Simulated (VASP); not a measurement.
Set up this calculation in VASP 6.6.1, as the native input.

```yaml
Task: single point
Functional: PBE
Potentials_or_basis: VASP PAW PBE potentials, release 64 (H)
Cutoff: 520 eV
k_mesh: 2 × 2 × 2, shifted
Occupations: gaussian, width 0.1 eV
Spin: no spin polarisation
Dipole_correction: no
Further_INCAR_settings: ALGO = Normal; EDIFF = 1e-07; NBANDS = 16; ISYM = 0
```

The structure of H lies in POSCAR:

```
H
1.0
    5.5129496338     -0.8048925750     -0.2103418203
   -0.7979573875      5.7096609155      0.2232630337
   -0.2010062235      0.2231418660      5.7075972900
H
10
Direct
    0.9644231829      0.7300990813      0.6045735476
    0.5998321211      0.9757763518      0.7278872171
    0.3359331093      0.3588426480      0.5178581989
    0.1634156260      0.9922706911      0.1816633423
    0.1834113710      1.0331311180      1.0546969430
    0.8186204039      0.4837975452      0.0879406374
    0.7129440103      0.3815304701      0.1326153814
    0.4304432812      0.3863320239      0.6200446109
    0.6465536395      0.9152717524      0.8362346258
    0.0782032947      0.6840865908      0.6220840587
```

These files were run (other wordings do the same):

INCAR

```
ALGO = Normal
EDIFF = 1E-7
ENCUT = 520
GGA = PE
ISIF = 2
ISMEAR = 0
ISYM = 0
LASPH = T
LCHARG = F
LREAL = F
LWAVE = F
NBANDS = 16
NELM = 80
PREC = Accurate
SIGMA = 0.1
```

KPOINTS

```
Automatic mesh
0
Gamma
  2 2 2
  0.5 0.5 0.5
```

Potentials or basis: VASP PAW PBE potentials, release 64 (H).

Command:

```bash
$ cat potpaw_PBE.64/H/POTCAR > POTCAR
$ mpirun -np 1 vasp_std > vasp.out
```

Results of the run:

| Item | Value |
| --- | --- |
| Pressure | -0.1 GPa |
| Largest force | 0.027 eV/Å |
| Band gap on the k mesh | 9.46 eV, indirect (least direct gap 9.48 eV) |

Caveat: the k points lie up to 0.59 Å⁻¹ apart.

It took 14 s on 1 thread of Intel(R) Xeon(R) 6975P-C (Granite Rapids) (shared host), peak memory 0.26 GiB.
